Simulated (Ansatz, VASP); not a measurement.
**Two plane-wave programs on BN**

Contents of POSCAR:

```
BN
1.0
    0.0000000000      1.8075000000      1.8075000000
    1.8075000000      0.0000000000      1.8075000000
    1.8075000000      1.8075000000      0.0000000000
B N
1 1
Direct
    0.0000000000      0.0000000000      0.0000000000
    0.2500000000      0.2500000000      0.2500000000
```

The input INCAR.step1:

```
ALGO = Normal
EDIFF = 1E-5
ENCUT = 520
GGA = PE
GGA_COMPAT = F
ISIF = 2
ISMEAR = 0
LASPH = T
LREAL = F
LWAVE = T
NBANDS = 11
NELM = 120
PREC = Accurate
SIGMA = 0.01
```

The input INCAR.step2:

```
ALGO = Normal
EDIFF = 1E-6
ENCUT = 520
GGA = PE
GGA_COMPAT = F
HFSCREEN = 0.2079
ISIF = 2
ISMEAR = 0
ISTART = 1
LASPH = T
LCHARG = T
LELF = T
LHFCALC = T
LREAL = F
LVHAR = T
LWAVE = F
NBANDS = 11
NELM = 120
PREC = Accurate
PRECFOCK = Normal
SIGMA = 0.01
```

File KPOINTS:

```
k-points
0
Gamma
  6 6 6
```

Input for Ansatz:

```yaml
crystal:
  lattice:
    - [0.0, 1.8075, 1.8075]
    - [1.8075, 0.0, 1.8075]
    - [1.8075, 1.8075, 0.0]
  atoms:
    - { symbol: B, position: [0.0, 0.0, 0.0] }
    - { symbol: "N", position: [0.25, 0.25, 0.25] }
basis:
  ecutwfc: 420.0
kpoints:
  mp_grid:
    grid: [6, 6, 6]
hamiltonian:
  xc: hse06
scf:
  occupations:
    method: fixed
output:
  eigenvalues: true
```

Alike in both runs: task single point; functional HSE06; k mesh 6 × 6 × 6; no spin polarisation.

```csv
,VASP,Ansatz
version,VASP 6.6.1,Ansatz 0.2.0
potentials or method,"VASP PAW PBE potentials, release 64 (B, N), cutoff 520 eV","plane waves, PAW"
occupations,"gaussian, width 0.01 eV",fixed
valence electrons in the cell,8,8
```

```csv
,VASP,Ansatz,Ansatz less VASP
gap on the k mesh at the Fermi level (eV),5.78,5.79,+0.014
```

The k mesh is coarse, so the values compare programs but aren't converged.
